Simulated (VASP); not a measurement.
# Mg (P6/mmm) in VASP: notebook, part 3 of 3

VASP 6.6.1. The steps go on from the part before.

## (4) Single point, BLYP (22.03 Å³/atom)

This run uses another cell than the first one, of 22.03 Å³/atom.

Contents of INCAR:

```
PREC = Accurate
ENCUT = 520
EDIFF = 1E-6
ISMEAR = -1
SIGMA = 0.1
LREAL = F
LASPH = T
NELM = 80
ALGO = Normal
ISIF = 2
LWAVE = F
LCHARG = F
GGA = B5
ALDAX = 1.0
AGGAX = 1.0
AGGAC = 1.0
ALDAC = 0.0
NBANDS = 10
```

Contents of KPOINTS:

```
regular mesh
0
Gamma
  8 8 11
```

Contents of POSCAR:

```
Mg
1.0
    5.0019894552      0.0000000000      0.0000000000
   -2.5009947276      4.3318499377      0.0000000000
    0.0000000000      0.0000000000      3.0502874927
Mg
3
Direct
    1.0000000000      1.0000000000      0.0000000000
    0.3333333333      0.6666666667      0.5000000000
    0.6666666667      0.3333333333      0.5000000000
```

Potentials or basis: VASP PAW PBE potentials, release 64 (Mg).

On the command line:

```sh
$ cat potpaw_PBE.64/Mg/POTCAR > POTCAR
$ mpirun -np 1 vasp_std > vasp.out
```

OUTCAR:

```text
PREC = Accurate
   ENCUT = 520
   EDIFF = 1E-6
   ISMEAR = -1
   LREAL = F
   LASPH = T
   NELM = 80
   ISIF = 2
   GGA = B5

 ion  position               nearest neighbor table
   1  0.000  0.000  0.000-   2 3.27   3 3.27   2 3.27   3 3.27   3 3.27   3 3.27   2 3.27   2 3.27
                             3 3.27   3 3.27   2 3.27   2 3.27
   2  0.333  0.667  0.500-   3 2.89   3 2.89   3 2.89   1 3.27   1 3.27   1 3.27   1 3.27   1 3.27
                             1 3.27
   3  0.667  0.333  0.500-   2 2.89   2 2.89   2 2.89   1 3.27   1 3.27   1 3.27   1 3.27   1 3.27
                             1 3.27

  LATTYP: Found a hexagonal cell.
 ALAT       =     5.0019894552
 C/A-ratio  =     0.6098148587

  Lattice vectors:

 A1 = (   5.0019894552,   0.0000000000,   0.0000000000)
 A2 = (  -2.5009947276,   4.3318499377,   0.0000000000)
 A3 = (   0.0000000000,   0.0000000000,   3.0502874927)

Analysis of symmetry for initial positions (statically):
=====================================================================
 Subroutine PRICEL returns:
 Original cell was already a primitive cell.

 Routine SETGRP: Setting up the symmetry group for a
 hexagonal supercell.

 Subroutine GETGRP returns: Found 24 space group operations
 (whereof 24 operations were pure point group operations)
 out of a pool of 24 trial point group operations.

The static configuration has the point symmetry D_6h.

Analysis of symmetry for dynamics (positions and initial velocities):
=====================================================================
 Subroutine PRICEL returns:
 Original cell was already a primitive cell.

 Routine SETGRP: Setting up the symmetry group for a
 hexagonal supercell.

 Subroutine GETGRP returns: Found 24 space group operations
 (whereof 24 operations were pure point group operations)
 out of a pool of 24 trial point group operations.

The dynamic configuration has the point symmetry D_6h.

 Subroutine INISYM returns: Found 24 space group operations
 (whereof 24 operations are pure point group operations),
[... 125 lines left out ...]
   AEXX    =    0.0000 exact exchange contribution
   IVDW    =     0    specifies the selected vdW correction
   LEPSILON=     F    determine dielectric tensor
   LRPA    =     F    only Hartree local field effects (RPA)
 non-spin polarized calculation
  energy-cutoff  :      520.00
  volume of cell :       66.09
 maximum number of plane-waves:      1800
 NGX is ok and might be reduce to    40
   NGX = 19   NGY = 19   NGZ = 11

 number of electron       6.0000000 magnetization

 Free energy of the ion-electron system (eV)
  ---------------------------------------------------
  ext. energy  EPLUGINS =         0.00000000
  ---------------------------------------------------
  free energy    TOTEN  =        -2.05532305 eV

  energy without entropy =       -2.01563450  energy(sigma->0) =       -2.03547877

 E-fermi :   3.3317     XC(G=0):  -8.1819

 val. band max:        3.3013652476   @ k =   0.1250   0.0000   0.1818
 cond. band min:       3.3331208692   @ k =   0.2500   0.0000   0.1818
 fundamental gap:      0.0317556215
 Fermi energy:         3.3317351355

 k-point     1 :       0.0000    0.0000    0.0000
  band No.  band energies     occupation
      1      -3.8056      2.00000
      2       3.5861      0.14570
      3       3.5861      0.14570
      4       3.6421      0.08595
      5       3.6421      0.08595
      6       4.7010      0.00000
      7       4.7689      0.00000
      8      11.3830      0.00000
      9      11.8319      0.00000
     10      16.8870      0.00000
[... 287 lines left out ...]
 k-point    24 :       0.3750    0.0000    0.1818
  band No.  band energies     occupation
      1      -2.1526      2.00000
      2      -0.1977      2.00000
      3       2.3917      1.99983
      4       2.9817      1.94138
      5       7.4862      0.00000
      6       7.8755      0.00000
      7       8.7057      0.00000
      8       9.5313      0.00000
      9      11.2029      0.00000
     10      11.4295      0.00000

 [... further k-points ...]

------------------------ aborting loop because EDIFF is reached ----------------------------------------

  FORCE on cell =-STRESS in cart. coord.  units (eV):
  Direction    XX          YY          ZZ          XY          YZ          ZX
  --------------------------------------------------------------------------------------
  -------------------------------------------------------------------------------------
  Total        1.1378778      1.1378778      1.1735434     -0.0000000      0.0000000      0.0000000
  in kB       27.5834919     27.5834919     28.4480678     -0.0000000      0.0000000      0.0000000
  external PRESSURE =      27.8716839 kB  Pullay stress =       0.0000000 kB

 VOLUME and BASIS-vectors are now :
 -----------------------------------------------------------------------------
  energy-cutoff  :      520.00
  volume of cell :       66.09
      direct lattice vectors                 reciprocal lattice vectors
     5.001989455  0.000000000  0.000000000     0.199920453  0.115424128  0.000000000
    -2.500994728  4.331849938  0.000000000     0.000000000  0.230848255  0.000000000
     0.000000000  0.000000000  3.050287493     0.000000000  0.000000000  0.327837950

 POSITION                                       TOTAL-FORCE (eV/Angst)
 -----------------------------------------------------------------------------------
      0.00000      0.00000      0.00000         0.000000      0.000000      0.000000
     -0.00000      2.88790      1.52514        -0.000000     -0.000000      0.000000
      2.50099      1.44395      1.52514         0.000000     -0.000000      0.000000
 -----------------------------------------------------------------------------------
    total drift:                                0.000000     -0.000000      0.000000

  FREE ENERGIE OF THE ION-ELECTRON SYSTEM (eV)
  ---------------------------------------------------
  free  energy   TOTEN  =        -2.0553230461 eV

  energy  without entropy=       -2.0156345011  energy(sigma->0) =       -2.03547877
```

OSZICAR:

```text
N       E                     dE             d eps       ncg     rms          rms(c)
DAV:   1     0.413793306143E+01    0.41379E+01   -0.20267E+03  1200   0.426E+02
DAV:   2    -0.188835221605E+01   -0.60263E+01   -0.58437E+01  1556   0.444E+01
DAV:   3    -0.203544802989E+01   -0.14710E+00   -0.14446E+00  1592   0.547E+00
DAV:   4    -0.203611562708E+01   -0.66760E-03   -0.66744E-03  1380   0.391E-01
DAV:   5    -0.203612140049E+01   -0.57734E-05   -0.57732E-05  1470   0.395E-02    0.936E-01
DAV:   6    -0.204500439702E+01   -0.88830E-02   -0.49960E-03  1384   0.477E-01    0.616E-01
DAV:   7    -0.205526279912E+01   -0.10258E-01   -0.23126E-02  1282   0.105E+00    0.478E-02
DAV:   8    -0.205530623148E+01   -0.43432E-04   -0.15808E-04  1462   0.886E-02    0.162E-02
DAV:   9    -0.205532125187E+01   -0.15020E-04   -0.34811E-05  1364   0.461E-02    0.266E-03
DAV:  10    -0.205532296435E+01   -0.17125E-05   -0.30270E-06  1410   0.125E-02    0.935E-04
DAV:  11    -0.205532304612E+01   -0.81771E-07   -0.11919E-07   754   0.202E-03
   1 F= -.20553230E+01 E0= -.20354788E+01  d E =-.396885E-01
```

Run time: 35 s. Hardware: 1 thread of Intel Xeon Platinum 8259CL at 2.50GHz (Skylake/Cascade Lake), shared host; peak memory 0.19 GiB.

Results:

```
Free energy            : -2.0553 eV
Pressure               : 2.8 GPa
Band gap on the k mesh : zero (bands 3 and 4 overlap by 4.20 eV)
```

Stress tensor (GPa, compression positive):
```
2.76 0.00 0.00
0.00 2.76 0.00
0.00 0.00 2.84
```

Levels at points of the mesh, in eV from the Fermi level:
| k point | band 1 | band 2 | band 3 | band 4 | band 5 | band 6 |
| --- | --- | --- | --- | --- | --- | --- |
| (0.00, 0.00, 0.00) | -7.14 | 0.25 | 0.25 | 0.31 | 0.31 | 1.37 |
| (0.50, 0.00, 0.00) | -5.15 | -5.14 | -1.54 | -0.99 | 5.71 | 5.85 |

Caveat: the PAW data sets were made with another functional, which shifts forces and pressure a little.

## (5) Single point, BLYP (22.99 Å³/atom)

This run uses another cell than the first one, of 22.99 Å³/atom.

Contents of INCAR:

```
SYSTEM = Mg
PREC = Accurate
ENCUT = 520
EDIFF = 1E-6
ISMEAR = -1
SIGMA = 0.1
LREAL = .FALSE.
LASPH = .TRUE.
NELM = 60
ALGO = Normal
ISIF = 2
LWAVE = .FALSE.
LCHARG = .FALSE.
GGA = B5
ALDAX = 1.0
AGGAX = 1.0
AGGAC = 1.0
ALDAC = 0.0
NBANDS = 10
```

Contents of KPOINTS:

```
Automatic mesh
0
G
  8 8 11
  0 0 0
```

Contents of POSCAR:

```
Mg
1.0
    5.0734561029      0.0000000000      0.0000000000
   -2.5367280515      4.3937418701      0.0000000000
    0.0000000000      0.0000000000      3.0938689164
Mg
3
Direct
    1.0000000000      1.0000000000      0.0000000000
    0.3333333333      0.6666666667      0.5000000000
    0.6666666667      0.3333333333      0.5000000000
```

Potentials or basis: VASP PAW PBE potentials, release 64 (Mg).

On the command line:

```sh
$ cat potpaw_PBE.64/Mg/POTCAR > POTCAR
$ mpirun -np 1 vasp_std > vasp.out
```

OUTCAR:

```text
SYSTEM = Mg
   PREC = Accurate
   ENCUT = 520
   EDIFF = 1E-6
   ISMEAR = -1
   LREAL = .FALSE.
   LASPH = .TRUE.
   NELM = 60
   ISIF = 2
   GGA = B5

 ion  position               nearest neighbor table
   1  0.000  0.000  0.000-   2 3.31   3 3.31   2 3.31   3 3.31   3 3.31   3 3.31   2 3.31   2 3.31
                             3 3.31   3 3.31   2 3.31   2 3.31
   2  0.333  0.667  0.500-   3 2.93   3 2.93   3 2.93   1 3.31   1 3.31   1 3.31   1 3.31   1 3.31
                             1 3.31
   3  0.667  0.333  0.500-   2 2.93   2 2.93   2 2.93   1 3.31   1 3.31   1 3.31   1 3.31   1 3.31
                             1 3.31

  LATTYP: Found a hexagonal cell.
 ALAT       =     5.0734561029
 C/A-ratio  =     0.6098148587

  Lattice vectors:

 A1 = (   5.0734561029,   0.0000000000,   0.0000000000)
 A2 = (  -2.5367280515,   4.3937418701,   0.0000000000)
 A3 = (   0.0000000000,   0.0000000000,   3.0938689164)

Analysis of symmetry for initial positions (statically):
=====================================================================
 Subroutine PRICEL returns:
 Original cell was already a primitive cell.

 Routine SETGRP: Setting up the symmetry group for a
 hexagonal supercell.

 Subroutine GETGRP returns: Found 24 space group operations
 (whereof 24 operations were pure point group operations)
 out of a pool of 24 trial point group operations.

The static configuration has the point symmetry D_6h.

Analysis of symmetry for dynamics (positions and initial velocities):
=====================================================================
 Subroutine PRICEL returns:
 Original cell was already a primitive cell.

 Routine SETGRP: Setting up the symmetry group for a
 hexagonal supercell.

 Subroutine GETGRP returns: Found 24 space group operations
 (whereof 24 operations were pure point group operations)
 out of a pool of 24 trial point group operations.

The dynamic configuration has the point symmetry D_6h.

 Subroutine INISYM returns: Found 24 space group operations
 (whereof 24 operations are pure point group operations),
[... 125 lines left out ...]
   AEXX    =    0.0000 exact exchange contribution
   IVDW    =     0    specifies the selected vdW correction
   LEPSILON=     F    determine dielectric tensor
   LRPA    =     F    only Hartree local field effects (RPA)
 non-spin polarized calculation
  energy-cutoff  :      520.00
  volume of cell :       68.97
 maximum number of plane-waves:      1877
 NGX is ok and might be reduce to    40
   NGX = 19   NGY = 19   NGZ = 11

 number of electron       6.0000000 magnetization

 Free energy of the ion-electron system (eV)
  ---------------------------------------------------
  ext. energy  EPLUGINS =         0.00000000
  ---------------------------------------------------
  free energy    TOTEN  =        -2.09075981 eV

  energy without entropy =       -2.04958255  energy(sigma->0) =       -2.07017118

 E-fermi :   3.1015     XC(G=0):  -8.0459

 val. band max:        3.0726067163   @ k =   0.2500   0.0000   0.1818
 cond. band min:       3.1047784354   @ k =   0.1250   0.0000   0.1818
 fundamental gap:      0.0321717191
 Fermi energy:         3.1015114083

 k-point     1 :       0.0000    0.0000    0.0000
  band No.  band energies     occupation
      1      -3.8484      2.00000
      2       3.3816      0.11452
      3       3.3816      0.11452
      4       3.4396      0.06581
      5       3.4396      0.06581
      6       4.3509      0.00001
      7       4.4087      0.00000
      8      10.8996      0.00000
      9      11.3689      0.00000
     10      16.3354      0.00000
[... 287 lines left out ...]
 k-point    24 :       0.3750    0.0000    0.1818
  band No.  band energies     occupation
      1      -2.2412      2.00000
      2      -0.3372      2.00000
      3       2.2166      1.99971
      4       2.7269      1.95386
      5       7.1651      0.00000
      6       7.5659      0.00000
      7       8.2738      0.00000
      8       9.1268      0.00000
      9      10.7426      0.00000
     10      11.0095      0.00000

 [... further k-points ...]

------------------------ aborting loop because EDIFF is reached ----------------------------------------

  FORCE on cell =-STRESS in cart. coord.  units (eV):
  Direction    XX          YY          ZZ          XY          YZ          ZX
  --------------------------------------------------------------------------------------
  -------------------------------------------------------------------------------------
  Total        0.4858287      0.4858287      0.5767863     -0.0000000      0.0000000      0.0000000
  in kB       11.2863479     11.2863479     13.3993946     -0.0000000      0.0000000      0.0000000
  external PRESSURE =      11.9906968 kB  Pullay stress =       0.0000000 kB

 VOLUME and BASIS-vectors are now :
 -----------------------------------------------------------------------------
  energy-cutoff  :      520.00
  volume of cell :       68.97
      direct lattice vectors                 reciprocal lattice vectors
     5.073456103  0.000000000  0.000000000     0.197104297  0.113798219  0.000000000
    -2.536728051  4.393741870  0.000000000     0.000000000  0.227596438  0.000000000
     0.000000000  0.000000000  3.093868916     0.000000000  0.000000000  0.323219899

 POSITION                                       TOTAL-FORCE (eV/Angst)
 -----------------------------------------------------------------------------------
      0.00000      0.00000      0.00000        -0.000000      0.000000      0.000000
     -0.00000      2.92916      1.54693         0.000000      0.000000      0.000000
      2.53673      1.46458      1.54693        -0.000000     -0.000000      0.000000
 -----------------------------------------------------------------------------------
    total drift:                               -0.000000     -0.000000      0.000000

  FREE ENERGIE OF THE ION-ELECTRON SYSTEM (eV)
  ---------------------------------------------------
  free  energy   TOTEN  =        -2.0907598130 eV

  energy  without entropy=       -2.0495825483  energy(sigma->0) =       -2.07017118
```

stdout:

```text
POSCAR found type information on POSCAR Mg
 POSCAR found :  1 types and       3 ions
 scaLAPACK will be used
 -----------------------------------------------------------------------------
|                                                                             |
|                                                                             |
|     You enforced a specific xc type in the INCAR file but a different       |
|     I HOPE YOU KNOW WHAT YOU ARE DOING!                                     |
|                                                                             |
 -----------------------------------------------------------------------------

 LDA part: xc-table for (Slater(with rela. corr.)+VWN5), standard interpolation
 POSCAR, INCAR and KPOINTS ok, starting setup
 FFT: planning ... GRIDC
 FFT: planning ... GRID_SOFT
 FFT: planning ... GRID
 WAVECAR not read
 entering main loop
```

It took 50 s on 1 thread of Intel Xeon Platinum 8259CL at 2.50GHz (Skylake/Cascade Lake), shared host; peak memory 0.19 GiB.

Results:

| Quantity | Value |
| --- | --- |
| Free energy | -2.0908 eV |
| Pressure | 1.2 GPa |
| Band gap on the k mesh | zero (bands 3 and 4 overlap by 4.13 eV) |

Stress tensor (GPa, compression positive):
```
1.13 0.00 0.00
0.00 1.13 0.00
0.00 0.00 1.34
```

Levels at points of the mesh, in eV from the Fermi level:
| k point | band 1 | band 2 | band 3 | band 4 | band 5 | band 6 |
| --- | --- | --- | --- | --- | --- | --- |
| (0.00, 0.00, 0.00) | -6.95 | 0.28 | 0.28 | 0.34 | 0.34 | 1.25 |
| (0.50, 0.00, 0.00) | -5.02 | -5.01 | -1.47 | -1.00 | 5.60 | 5.74 |

Caveat: the PAW data sets were made with another functional, which shifts forces and pressure a little.

## (6) Summary

```csv
cell,k mesh,gap on the mesh (eV),pressure (GPa)
"a = 5.143, b = 5.143, c = 3.136 Å, angles 90.0, 90.0, 120.0°, 3 atoms",7 × 7 × 10,none,0.0
"a = 4.928, b = 4.928, c = 3.005 Å, angles 90.0, 90.0, 120.0°, 3 atoms",8 × 8 × 11,none,4.8
"a = 5.002, b = 5.002, c = 3.050 Å, angles 90.0, 90.0, 120.0°, 3 atoms",8 × 8 × 11,none,2.8
"a = 5.073, b = 5.073, c = 3.094 Å, angles 90.0, 90.0, 120.0°, 3 atoms",8 × 8 × 11,none,1.2
```

Alike in all rows: task single point; level BLYP; potentials or basis VASP PAW PBE potentials, release 64 (Mg); no spin polarisation; cutoff (eV) 520; smearing fermi-dirac 0.1 eV.

Caveats: the PAW data sets were made with another functional, which shifts forces and pressure a little; the cell stands under pressure (at least some runs).

Absolute energies hang on the potentials; compare differences alone.
